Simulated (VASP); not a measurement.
# Si (I4_1/amd) in VASP: notebook, part 2 of 2

VASP 6.6.1. Earlier steps stand in the parts before.

## Step 4: Single point, r2SCAN (strain -0.025 along x and y, -0.050 along z)

POSCAR reads:

```
Si
1.0
   -2.3120879969      2.3120879969      1.2628021204
    2.3120879969     -2.3120879969      1.2628021204
    2.3120879969      2.3120879969     -1.2628021204
Si
2
Direct
    0.2500000000      0.7500000000      0.5000000000
    0.5000000000      0.5000000000      0.0000000000
```

INCAR.step1 reads:

```
ALGO = Normal
EDIFF = 1E-4
ENCUT = 520
GGA = PE
ISMEAR = 0
LASPH = True
LCHARG = False
LREAL = False
LWAVE = True
NBANDS = 11
NELM = 100
PREC = Accurate
SIGMA = 0.15
```

INCAR.step2 reads:

```
ALGO = Normal
EDIFF = 1E-6
ENCUT = 520
ISIF = 2
ISMEAR = 0
ISTART = 1
LASPH = True
LCHARG = False
LMIXTAU = True
LREAL = False
LWAVE = False
METAGGA = R2SCAN
NBANDS = 11
NELM = 100
PREC = Accurate
SIGMA = 0.15
```

KPOINTS reads:

```
k-points
0
Gamma
  20 20 20
```

Potentials or basis: VASP PAW PBE potentials, release 64 (Si).

Started as:

```
cat potpaw_PBE.64/Si/POTCAR > POTCAR
cp INCAR.step1 INCAR
mpirun -np 1 vasp_std > vasp.out
cp INCAR.step2 INCAR
mpirun -np 1 vasp_std > vasp.out
```

OUTCAR:

```text
EDIFF = 1E-6
   ENCUT = 520
   ISIF = 2
   ISMEAR = 0
   ISTART = 1
   LASPH = True
   LREAL = False
   METAGGA = R2SCAN
   NELM = 100
   PREC = Accurate

 ion  position               nearest neighbor table
   1  0.250  0.750  0.500-   2 2.40   2 2.40   2 2.40   2 2.40   2 2.99   2 2.99   2 2.99   2 2.99

   2  0.500  0.500  0.000-   1 2.40   1 2.40   1 2.40   1 2.40   1 2.99   1 2.99   1 2.99   1 2.99

  LATTYP: Found a body centered tetragonal cell.
 ALAT       =     4.6241759938
 C/A-ratio  =     0.5461739009

  Lattice vectors:

 A1 = (  -2.3120879969,   2.3120879969,   1.2628021204)
 A2 = (   2.3120879969,  -2.3120879969,   1.2628021204)
 A3 = (   2.3120879969,   2.3120879969,  -1.2628021204)

Analysis of symmetry for initial positions (statically):
=====================================================================
 Subroutine PRICEL returns:
 Original cell was already a primitive cell.

 Routine SETGRP: Setting up the symmetry group for a
 body centered tetragonal supercell.

 Subroutine GETGRP returns: Found 16 space group operations
 (whereof  8 operations were pure point group operations)
 out of a pool of 16 trial point group operations.

The static configuration has the point symmetry D_2d.
 The point group associated with its full space group is D_4h.

Analysis of symmetry for dynamics (positions and initial velocities):
=====================================================================
 Subroutine PRICEL returns:
 Original cell was already a primitive cell.

 Routine SETGRP: Setting up the symmetry group for a
 body centered tetragonal supercell.

 Subroutine GETGRP returns: Found 16 space group operations
 (whereof  8 operations were pure point group operations)
 out of a pool of 16 trial point group operations.

The dynamic configuration has the point symmetry D_2d.
 The point group associated with its full space group is D_4h.

 Subroutine INISYM returns: Found 16 space group operations
 (whereof  8 operations are pure point group operations),
 and found     1 'primitive' translations

----------------------------------------------------------------------------------------

                                     Primitive cell

  volume of cell :      27.0025

  direct lattice vectors                    reciprocal lattice vectors
    -2.312087997  2.312087997  1.262802120     0.000000000  0.216254745  0.395944853
     2.312087997 -2.312087997  1.262802120     0.216254745  0.000000000  0.395944853
     2.312087997  2.312087997 -1.262802120     0.216254745  0.216254745  0.000000000

  length of vectors
     3.505163478  3.505163478  3.505163478     0.451152348  0.451152348  0.305830393

  position of ions in fractional coordinates (direct lattice)
     0.250000000  0.750000000  0.500000000
     0.500000000  0.500000000  0.000000000

  ion indices of the primitive-cell ions
   primitive index   ion index
                 1           1
                 2           2

----------------------------------------------------------------------------------------

 KPOINTS: k-points

Automatic generation of k-mesh.
 Grid dimensions read from file:
 generate k-points for:   20   20   20

 Generating k-lattice:

  Cartesian coordinates                     Fractional coordinates (reciprocal lattice)
     0.000000000  0.010812737  0.019797243     0.050000000  0.000000000 -0.000000000
     0.010812737  0.000000000  0.019797243     0.000000000  0.050000000 -0.000000000
     0.010812737  0.010812737  0.000000000     0.000000000  0.000000000  0.050000000

  Length of vectors
     0.022557617  0.022557617  0.015291520

  Shift w.r.t. Gamma in fractional coordinates (k-lattice)
     0.000000000  0.000000000  0.000000000

 Subroutine IBZKPT returns following result:
 ===========================================

 Found    641 irreducible k-points:

 Following reciprocal coordinates:
            Coordinates               Weight
  0.000000  0.000000  0.000000      1.000000
  0.050000 -0.000000  0.000000      8.000000
  0.100000 -0.000000  0.000000      8.000000
  0.150000 -0.000000  0.000000      8.000000
  0.200000 -0.000000  0.000000      8.000000
  0.250000 -0.000000  0.000000      8.000000
[... 16 lines left out ...]
 -0.400000  0.050000  0.000000     16.000000
 -0.350000  0.050000  0.000000     16.000000
 [... further k-points ...]
   k-points           NKPTS =    641   k-points in BZ     NKDIM =    641   number of bands    NBANDS=     11
   number of dos      NEDOS =    301   number of ions     NIONS =      2
   total plane-waves  NPLWV =  21952
   dimension x,y,z NGX =    28 NGY =   28 NGZ =   28
   dimension x,y,z NGXF=    56 NGYF=   56 NGZF=   56
   ions per type =               2
   NGX,Y,Z   is equivalent  to a cutoff of  13.28, 13.28, 13.28 a.u.
   NGXF,Y,Z  is equivalent  to a cutoff of  26.56, 26.56, 26.56 a.u.
 SYSTEM =  unknown system
   PREC   = accura    normal or accurate (medium, high low for compatibility)
   ISTART =      1    job   : 0-new  1-cont  2-samecut
   ICHARG =      0    charge: 1-file 2-atom 10-const
   ISPIN  =      1    spin polarized calculation?
   LNONCOLLINEAR =      F non collinear calculations
   LSORBIT =      F    spin-orbit coupling
   LASPH  =      T    aspherical Exc in radial PAW
   ENCUT  =  520.0 eV  38.22 Ry    6.18 a.u.   6.52  6.52  6.52*2*pi/ulx,y,z
   NELM   =    100;   NELMIN=  2; NELMDL=  0     # of ELM steps
   EDIFF  = 0.1E-05   stopping-criterion for ELM
   LREAL  =      F    real-space projection
   EDIFFG = 0.1E-04   stopping-criterion for IOM
   NSW    =      0    number of steps for IOM
   IBRION =     -1    ionic relax: 0-MD 1-quasi-New 2-CG
   NFREE  =      0    steps in history (QN), initial steepest desc. (CG)
   ISIF   =      2    stress and relaxation
   ISYM   =      2    0-nonsym 1-usesym 2-fastsym
   POTIM  = 0.5000    time-step for ionic-motion
   TEBEG  =    0.0;   TEEND  =   0.0 temperature during run
   PSTRESS=    0.0 pullay stress
   NELECT =       8.0000    total number of electrons
   NUPDOWN=      -1.0000    fix difference up-down
   EMIN   =  10.00;   EMAX   =-10.00  energy-range for DOS
   EFERMI =   0.00;   METHOD = LEGACY
   ISMEAR =     0;   SIGMA  =   0.15  broadening in eV -4-tet -1-fermi 0-gaus
   EFERMI_NEDOS =   21; number of points for ismear=-14 and -15
   IALGO  =     38    algorithm
   IMIX   =      4    mixing-type and parameters
     AMIX     =   0.40;   BMIX     =  1.00
     AMIX_MAG =   1.60;   BMIX_MAG =  1.00
  volume/ion in A,a.u.               =      13.50        91.11
  Fermi-wavevector in a.u.,A,eV,Ry     =   1.091365  2.062381 16.205604  1.191078
  Thomas-Fermi vector in A             =   2.227609
   LORBIT       =      0    0 simple, 1 ext, 2 COOP (PROOUT), +10 PAW based schemes
   METAGGA = R2SCAN    functional components
   LHFCALC =     F    Hartree Fock is set to
   AEXX    =    0.0000 exact exchange contribution
   IVDW    =     0    specifies the selected vdW correction
   LEPSILON=     F    determine dielectric tensor
   LRPA    =     F    only Hartree local field effects (RPA)
 non-spin polarized calculation
 Gauss-broadening in eV      SIGMA  =   0.15
  energy-cutoff  :      520.00
  volume of cell :       27.00
 maximum number of plane-waves:       746
 NGX is ok and might be reduce to    28
   NGX = 13   NGY = 13   NGZ = 13

 number of electron       8.0000000 magnetization

 Free energy of the ion-electron system (eV)
  ---------------------------------------------------
  ext. energy  EPLUGINS =         0.00000000
  ---------------------------------------------------
  free energy    TOTEN  =       -16.51677301 eV

  energy without entropy =      -16.50942311  energy(sigma->0) =      -16.51309806

 E-fermi :  10.7791     XC(G=0): -12.0447

 val. band max:       10.7759107755   @ k =   0.3500   0.2500   0.0000
 cond. band min:      10.7880559802   @ k =   0.1000   0.0500   0.0500
 fundamental gap:      0.0121452047
 Fermi energy:        10.7791498650

 k-point     1 :       0.0000    0.0000    0.0000
  band No.  band energies     occupation
      1      -4.8877      2.00000
      2       7.7007      2.00000
      3       7.7007      2.00000
      4       9.0658      2.00000
      5      12.0369      0.00000
      6      19.1108      0.00000
      7      21.2249      0.00000
      8      21.2249      0.00000
      9      21.7811      0.00000
     10      22.2756      0.00000
     11      23.4481      0.00000
[... 309 lines left out ...]
 k-point    24 :      -0.3500    0.0500    0.0000
  band No.  band energies     occupation
      1      -1.8593      2.00000
      2       6.1222      2.00000
      3       7.6490      2.00000
      4       9.2508      2.00000
      5      12.7440      0.00000
      6      15.0059      0.00000
      7      15.7988      0.00000
      8      16.9903      0.00000
      9      18.5805      0.00000
     10      19.1659      0.00000
     11      24.1515      0.00000

 [... further k-points ...]
[... 5 lines left out ...]
  --------------------------------------------------------------------------------------
  -------------------------------------------------------------------------------------
  Total        2.9465722      2.9465722      2.9075790      0.0000000      0.0000000      0.0000000
  in kB      174.8330977    174.8330977    172.5194620      0.0000000      0.0000000      0.0000000
  external PRESSURE =     174.0618858 kB  Pullay stress =       0.0000000 kB

 VOLUME and BASIS-vectors are now :
 -----------------------------------------------------------------------------
  energy-cutoff  :      520.00
  volume of cell :       27.00
      direct lattice vectors                 reciprocal lattice vectors
    -2.312087997  2.312087997  1.262802120     0.000000000  0.216254745  0.395944853
     2.312087997 -2.312087997  1.262802120     0.216254745  0.000000000  0.395944853
     2.312087997  2.312087997 -1.262802120     0.216254745  0.216254745  0.000000000

 POSITION                                       TOTAL-FORCE (eV/Angst)
 -----------------------------------------------------------------------------------
      2.31209      0.00000      0.63140        -0.000000     -0.000000     -0.000000
      0.00000      0.00000      1.26280         0.000000      0.000000      0.000000
 -----------------------------------------------------------------------------------
    total drift:                                0.000000      0.000000      0.000000

  FREE ENERGIE OF THE ION-ELECTRON SYSTEM (eV)
  ---------------------------------------------------
  free  energy   TOTEN  =       -16.5167730132 eV

  energy  without entropy=      -16.5094231080  energy(sigma->0) =      -16.51309806
```

OUTCAR.step1:

```text
EDIFF = 1E-4
   ENCUT = 520
   GGA = PE
   ISMEAR = 0
   LASPH = True
[... 561 lines left out ...]
 -----------------------------------------------------------------------------------
      2.31209      0.00000      0.63140         0.000000     -0.000000     -0.000000
      0.00000      0.00000      1.26280        -0.000000      0.000000      0.000000
 -----------------------------------------------------------------------------------
    total drift:                                0.000000      0.000000      0.000000

  FREE ENERGIE OF THE ION-ELECTRON SYSTEM (eV)
  ---------------------------------------------------
  free  energy   TOTEN  =       -10.0837351476 eV

  energy  without entropy=      -10.0762270873  energy(sigma->0) =      -10.07998112
```

Wall time 6.6 min (1 thread of Intel Xeon Platinum 8488C (Sapphire Rapids), shared host); peak memory 0.27 GiB.

Results:

- Free energy: -16.5168 eV
- Pressure: 17.4 GPa
- Band gap on the k mesh: zero (bands 4 and 5 overlap by 7.60 eV)

Caveat: the cell differs from its parent crystal (strain -0.025 along x and y, -0.050 along z); the cell stands under pressure; the PAW data sets were made with another functional, which shifts forces and pressure a little.

## Step 5: Summary

| cell | gap on the mesh (eV) | pressure (GPa) |
| --- | --- | --- |
| a = 3.439 Å, angles 98.2, 98.2, 135.7°, 2 atoms | none | 23.8 |
| a = 3.452 Å, angles 98.5, 98.5, 134.7°, 2 atoms | none | 19.8 |
| a = 3.505 Å, angles 97.5, 97.5, 137.8°, 2 atoms | none | 17.4 |

Alike in all rows: task single point; level r2SCAN; potentials or basis VASP PAW PBE potentials, release 64 (Si); no spin polarisation; k mesh 20 × 20 × 20; cutoff (eV) 520; smearing gaussian 0.15 eV.

Caveats: the cell stands under pressure; the PAW data sets were made with another functional, which shifts forces and pressure a little.

Absolute energies hang on the potentials; compare differences alone.
